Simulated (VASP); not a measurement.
# Si (I4_1/amd) in VASP: notebook

The runs below take Si through single point, with PBE0.

Everything below comes from runs of VASP 6.6.1. Logs are shortened: lines on timing, memory, paths and dates and some standing lists are left out, and cuts for length are marked.

## 1. The cell of the first run

The structure is tetragonal, space group I4_1/amd (No. 141). Conventional cell: a = 4.743 Å, b = 4.743 Å, c = 2.659 Å, α = 90.00°, β = 90.00°, γ = 90.00°. Si (site symmetry -4m2) has 10 Si at 2.46 to 3.10 Å within 3.3 Å.

## 2. Single point, PBE0

POSCAR reads:

```
Si
1.0
   -2.3713723045      2.3713723045      1.3292653899
    2.3713723045     -2.3713723045      1.3292653899
    2.3713723045      2.3713723045     -1.3292653899
Si
2
Direct
    0.5000000000      0.5000000000      0.0000000000
    0.2500000000      0.7500000000      0.5000000000
```

INCAR.step1 reads:

```
  PREC = Accurate
  ENCUT = 520
  EDIFF = 1E-5
  ISMEAR = -1
  SIGMA = 0.05
  LREAL = False
  LASPH = True
  NELM = 60
  ALGO = Normal
  ISIF = 2
  LWAVE = True
  NBANDS = 11
  GGA = PE
```

INCAR.step2 reads:

```
  PREC = Accurate
  ENCUT = 520
  EDIFF = 1E-6
  ISMEAR = -1
  SIGMA = 0.05
  LREAL = False
  LASPH = True
  NELM = 60
  ALGO = Normal
  ISIF = 2
  LWAVE = False
  LCHARG = True
  GGA = PE
  LHFCALC = True
  AEXX = 0.25
  PRECFOCK = Normal
  LELF = True
  LVHAR = True
  NBANDS = 11
  ISTART = 1
```

KPOINTS reads:

```
Automatic mesh
0
Gamma
  6 6 6
```

Potentials or basis: VASP PAW PBE potentials, release 64 (Si).

Run with:

```sh
cat potpaw_PBE.64/Si/POTCAR > POTCAR
cp INCAR.step1 INCAR
mpirun -np 1 vasp_std > vasp.out
cp INCAR.step2 INCAR
mpirun -np 1 vasp_std > vasp.out
```

OUTCAR:

```text
PREC = Accurate
   ENCUT = 520
   EDIFF = 1E-6
   ISMEAR = -1
   LREAL = False
   LASPH = True
   NELM = 60
   ISIF = 2
   GGA = PE
   LHFCALC = True
   AEXX = 0.25
   PRECFOCK = Normal
   ISTART = 1

 ion  position               nearest neighbor table
   1  0.500  0.500  0.000-   2 2.46   2 2.46   2 2.46   2 2.46   2 3.10   2 3.10   2 3.10   2 3.10

   2  0.250  0.750  0.500-   1 2.46   1 2.46   1 2.46   1 2.46   1 3.10   1 3.10   1 3.10   1 3.10

  LATTYP: Found a body centered tetragonal cell.
 ALAT       =     4.7427446090
 C/A-ratio  =     0.5605468983

  Lattice vectors:

 A1 = (  -2.3713723045,   2.3713723045,   1.3292653899)
 A2 = (   2.3713723045,  -2.3713723045,   1.3292653899)
 A3 = (   2.3713723045,   2.3713723045,  -1.3292653899)

Analysis of symmetry for initial positions (statically):
=====================================================================
 Subroutine PRICEL returns:
 Original cell was already a primitive cell.

 Routine SETGRP: Setting up the symmetry group for a
 body centered tetragonal supercell.

 Subroutine GETGRP returns: Found 16 space group operations
 (whereof  8 operations were pure point group operations)
 out of a pool of 16 trial point group operations.

The static configuration has the point symmetry D_2d.
 The point group associated with its full space group is D_4h.

Analysis of symmetry for dynamics (positions and initial velocities):
=====================================================================
 Subroutine PRICEL returns:
 Original cell was already a primitive cell.

 Routine SETGRP: Setting up the symmetry group for a
 body centered tetragonal supercell.

 Subroutine GETGRP returns: Found 16 space group operations
 (whereof  8 operations were pure point group operations)
 out of a pool of 16 trial point group operations.

The dynamic configuration has the point symmetry D_2d.
 The point group associated with its full space group is D_4h.

 Subroutine INISYM returns: Found 16 space group operations
 (whereof  8 operations are pure point group operations),
 and found     1 'primitive' translations

----------------------------------------------------------------------------------------

                                     Primitive cell

  volume of cell :      29.9000

  direct lattice vectors                    reciprocal lattice vectors
    -2.371372304  2.371372304  1.329265390     0.000000000  0.210848376  0.376147610
[... 95 lines left out ...]
   TEBEG  =    0.0;   TEEND  =   0.0 temperature during run
   PSTRESS=    0.0 pullay stress
   NELECT =       8.0000    total number of electrons
   NUPDOWN=      -1.0000    fix difference up-down
   EMIN   =  10.00;   EMAX   =-10.00  energy-range for DOS
   EFERMI =   0.00;   METHOD = LEGACY
   ISMEAR =    -1;   SIGMA  =   0.05  broadening in eV -4-tet -1-fermi 0-gaus
   EFERMI_NEDOS =   21; number of points for ismear=-14 and -15
   IALGO  =     38    algorithm
   IMIX   =      1    mixing-type and parameters
     AMIX     =   0.40;   BMIX     =  1.00
     AMIX_MAG =   1.60;   BMIX_MAG =  1.00
  volume/ion in A,a.u.               =      14.95       100.89
  Fermi-wavevector in a.u.,A,eV,Ry     =   1.054908  1.993486 15.140973  1.112830
  Thomas-Fermi vector in A             =   2.190086
   LORBIT       =      0    0 simple, 1 ext, 2 COOP (PROOUT), +10 PAW based schemes
   GGA     = PE    functional components
   LHFCALC =     T    Hartree Fock is set to
   PRECFOCK=normal    Normal, Fast or Accurate (Low or Medium for compatibility)
   ENCUT4O =  -1.0   cutoff for four orbital integrals eV
   NKREDX  =     1    reduce k-point grid by
   NKREDY  =     1    reduce k-point grid by
   NKREDZ  =     1    reduce k-point grid by
   AEXX    =    0.2500 exact exchange contribution
   HFSCREEN=    0.0000 screening length (either q_TF or 0.3 A-1)
   HFSCREENC=   0.0000 screening length for correlation (either q_TF or 0.3 A-1)
   ENCUTFOCK=  -1.0 apply spherical cutoff to Coloumb kernel
   IVDW    =     0    specifies the selected vdW correction
   LEPSILON=     F    determine dielectric tensor
   LRPA    =     F    only Hartree local field effects (RPA)
 non-spin polarized calculation
  energy-cutoff  :      520.00
  volume of cell :       29.90
 maximum number of plane-waves:       818
  NGX = 24; NGY = 24; NGZ = 24

 number of electron       8.0000000 magnetization

 Free energy of the ion-electron system (eV)
  ---------------------------------------------------
  ext. energy  EPLUGINS =         0.00000000
  ---------------------------------------------------
  free energy    TOTEN  =       -12.70767340 eV

  energy without entropy =      -12.70535277  energy(sigma->0) =      -12.70651308

 E-fermi :   9.4861     XC(G=0):  -8.6561

 val. band max:        9.4281706581   @ k =  -0.3333   0.5000   0.3333
 cond. band min:       9.9206644776   @ k =  -0.1667   0.3333   0.1667
 fundamental gap:      0.4924938195
 Fermi energy:         9.4861009327

 k-point     1 :       0.0000    0.0000    0.0000
  band No.  band energies     occupation
      1      -6.8106      2.00000
      2       6.0829      2.00000
      3       6.0829      2.00000
      4       7.1991      2.00000
      5      11.5158      0.00000
      6      18.1350      0.00000
      7      19.9007      0.00000
      8      19.9007      0.00000
      9      19.9528      0.00000
     10      21.0096      0.00000
     11      21.5435      0.00000
[... 309 lines left out ...]
 k-point    24 :      -0.1667   -0.3333    0.1667
  band No.  band energies     occupation
      1      -1.0441      2.00000
      2       3.6473      2.00000
      3       5.4380      2.00000
      4       6.2886      2.00000
      5       7.7826      2.00000
      6      11.8277      0.00000
      7      12.5850      0.00000
      8      15.5375      0.00000
      9      18.1507      0.00000
     10      21.9198      0.00000
     11      25.4928      0.00000

 [... further k-points ...]
[... 5 lines left out ...]
  --------------------------------------------------------------------------------------
  -------------------------------------------------------------------------------------
  Total        0.5613805      0.5613805     -0.9702865      0.0000000      0.0000000      0.0000000
  in kB       30.0813077     30.0813077    -51.9923439      0.0000000      0.0000000      0.0000000
  external PRESSURE =       2.7234238 kB  Pullay stress =       0.0000000 kB

 VOLUME and BASIS-vectors are now :
 -----------------------------------------------------------------------------
  energy-cutoff  :      520.00
  volume of cell :       29.90
      direct lattice vectors                 reciprocal lattice vectors
    -2.371372304  2.371372304  1.329265390     0.000000000  0.210848376  0.376147610
     2.371372304 -2.371372304  1.329265390     0.210848376  0.000000000  0.376147610
     2.371372304  2.371372304 -1.329265390     0.210848376  0.210848376  0.000000000

 POSITION                                       TOTAL-FORCE (eV/Angst)
 -----------------------------------------------------------------------------------
      0.00000      0.00000      1.32927        -0.000000      0.000000     -0.000000
      2.37137     -0.00000      0.66463         0.000000     -0.000000      0.000000
 -----------------------------------------------------------------------------------
    total drift:                               -0.000000      0.000000      0.000000

  FREE ENERGIE OF THE ION-ELECTRON SYSTEM (eV)
  ---------------------------------------------------
  free  energy   TOTEN  =       -12.7076733951 eV

  energy  without entropy=      -12.7053527677  energy(sigma->0) =      -12.70651308
```

OUTCAR.step1:

```text
PREC = Accurate
   ENCUT = 520
   EDIFF = 1E-5
   ISMEAR = -1
   LREAL = False
[... 561 lines left out ...]
      0.00000      0.00000      1.32927         0.000000     -0.000000     -0.000000
      2.37137     -0.00000      0.66463        -0.000000      0.000000      0.000000
 -----------------------------------------------------------------------------------
    total drift:                                0.000000      0.000000      0.000000

  FREE ENERGIE OF THE ION-ELECTRON SYSTEM (eV)
  ---------------------------------------------------
  free  energy   TOTEN  =       -10.2051134804 eV

  energy  without entropy=      -10.1970323352  energy(sigma->0) =      -10.20107291
```

Run time: 34 min. Hardware: 1 thread of Intel Xeon 8259CL, shared host; peak memory 0.17 GiB.

What came out:

```
Free energy            : -12.7077 eV
Pressure               : 0.3 GPa
Band gap on the k mesh : zero (bands 4 and 5 overlap by 8.55 eV)
```

Stress tensor (GPa, compression positive):
```
 3.01  0.00  0.00
 0.00  3.01  0.00
 0.00  0.00 -5.20
```

Levels at points of the mesh, in eV from the Fermi level:
| k point | band 2 | band 3 | band 4 | band 5 | band 6 | band 7 |
| --- | --- | --- | --- | --- | --- | --- |
| (0.00, 0.00, 0.00) | -3.40 | -3.40 | -2.29 | 2.03 | 8.65 | 10.41 |
| (0.50, 0.00, 0.00) | -8.44 | -2.98 | -2.75 | -2.09 | 1.50 | 5.45 |
| (0.50, 0.50, 0.00) | -12.78 | 0.50 | 0.50 | 3.37 | 3.37 | 9.34 |
| (0.50, 0.50, 0.50) | -9.98 | -8.44 | -8.44 | 6.44 | 6.44 | 14.91 |

Caveat: the k points lie up to 0.45 Å⁻¹ apart, too coarse for converged energies and pressures of a metal; the PAW data sets were made with another functional, which shifts forces and pressure a little.

## 3. Single point, PBE0

This run uses another cell than the first one, of 15.25 Å³/atom.

POSCAR reads:

```
Si
1.0
   -2.3870772145      2.3870772145      1.3380687285
    2.3870772145     -2.3870772145      1.3380687285
    2.3870772145      2.3870772145     -1.3380687285
Si
2
Direct
    0.5000000000      0.5000000000      0.0000000000
    0.2500000000      0.7500000000      0.5000000000
```

INCAR.step1 reads:

```
ALGO = Normal ; EDIFF = 1E-5
ENCUT = 520 ; GGA = PE
ISIF = 2 ; ISMEAR = -1
LASPH = True ; LCHARG = False
LREAL = False ; LWAVE = True
NBANDS = 11 ; NELM = 100
PREC = Accurate ; SIGMA = 0.05
```

INCAR.step2 reads:

```
AEXX = 0.25 ; ALGO = Normal
EDIFF = 1E-6 ; ENCUT = 520
GGA = PE ; ISIF = 2
ISMEAR = -1 ; ISTART = 1
LASPH = True ; LCHARG = False
LHFCALC = True ; LREAL = False
LWAVE = False ; NBANDS = 11
NELM = 100 ; PREC = Accurate
PRECFOCK = Normal ; SIGMA = 0.05
```

KPOINTS reads:

```
k-points
0
Gamma
  6 6 6
```

Potentials or basis: VASP PAW PBE potentials, release 64 (Si).

Run with:

```sh
cat potpaw_PBE.64/Si/POTCAR > POTCAR
cp INCAR.step1 INCAR
mpirun -np 1 vasp_std > vasp.out
cp INCAR.step2 INCAR
mpirun -np 1 vasp_std > vasp.out
```

It took 38 min on 1 thread of Intel Xeon 8259CL, shared host; peak memory 0.17 GiB.

Results (log left out):

```
Free energy            : -12.7042 eV
Pressure               : -2.2 GPa
Band gap on the k mesh : zero (bands 4 and 5 overlap by 8.36 eV)
```

Stress tensor (GPa, compression positive):
```
 0.27  0.00  0.00
 0.00  0.27  0.00
 0.00  0.00 -7.00
```

Levels at points of the mesh, in eV from the Fermi level:
```
           k point  band 1  band 2  band 3  band 4  band 5  band 6  band 7  band 8
(0.00, 0.00, 0.00)  -16.13   -3.37   -3.37   -2.39    2.10    8.55   10.22   10.22
(0.50, 0.00, 0.00)   -9.36   -8.34   -2.96   -2.73   -2.15    1.55    5.33    6.31
(0.50, 0.50, 0.00)  -12.66  -12.66    0.49    0.49    3.31    3.31    9.17    9.17
(0.50, 0.50, 0.50)   -9.93   -9.93   -8.32   -8.32    6.35    6.35   14.60   14.60
```

Caveat: the k points lie up to 0.45 Å⁻¹ apart, too coarse for converged energies and pressures of a metal; the PAW data sets were made with another functional, which shifts forces and pressure a little.

The gap in the log of VASP goes by the Fermi energy; the results here count the filled bands.